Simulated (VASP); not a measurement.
Set up this calculation in VASP 6.6.1, as the native input.

| Quantity | Value |
| --- | --- |
| Task | single point |
| Functional | PBE |
| Potentials or basis | VASP PAW PBE potentials, release 64 (Li_sv, Ge_d, As) |
| Cutoff | 520 eV |
| k mesh | 9 × 9 × 6 |
| Occupations | gaussian, width 0.1 eV |
| Spin | no spin polarisation |
| Dipole correction | no |
| Further INCAR settings | ALGO = Normal; EDIFF = 1e-06; NBANDS = 23 |

The structure of Li2GeAs2 lies in POSCAR:

```
Li2GeAs2
1.0
    4.7288221734      0.0000000000      0.0000000000
   -2.3644110867      4.0952801322      0.0000000000
    0.0000000000      0.0000000000      7.2642458383
Li Ge As
2 1 2
Direct
    0.3333333333      0.6666666667      0.5000000000
    0.6666666667      0.3333333333      0.5000000000
    0.0000000000      0.0000000000      0.5000000000
    0.0000000000      0.0000000000      0.8479795378
    0.0000000000      0.0000000000      0.1520204622
```

The cell was generated, and may not be a known phase.

These files were run (other wordings do the same):

INCAR

```
SYSTEM = Li2GeAs2
ALGO = Normal
EDIFF = 1E-6
ENCUT = 520
GGA = PE
ISIF = 2
ISMEAR = 0
LASPH = .TRUE.
LCHARG = .TRUE.
LELF = .TRUE.
LREAL = .FALSE.
LVHAR = .TRUE.
LWAVE = .FALSE.
NBANDS = 23
NELM = 100
PREC = Accurate
SIGMA = 0.1
```

KPOINTS

```
k-points
0
G
  9 9 6
  0 0 0
```

Potentials or basis: VASP PAW PBE potentials, release 64 (Li_sv, Ge_d, As).

Run with:

```bash
$ cat potpaw_PBE.64/Li_sv/POTCAR potpaw_PBE.64/Ge_d/POTCAR potpaw_PBE.64/As/POTCAR > POTCAR
$ mpirun -np 1 vasp_std > vasp.out
```

Results of the run:

The largest force is 0.077 eV/Å and the band gap on the k mesh is zero (bands 15 and 16 overlap by 1.05 eV).

Wall time 66 s on 1 thread of Intel(R) Xeon(R) 6975P-C (Granite Rapids) (shared host), peak memory 0.33 GiB.
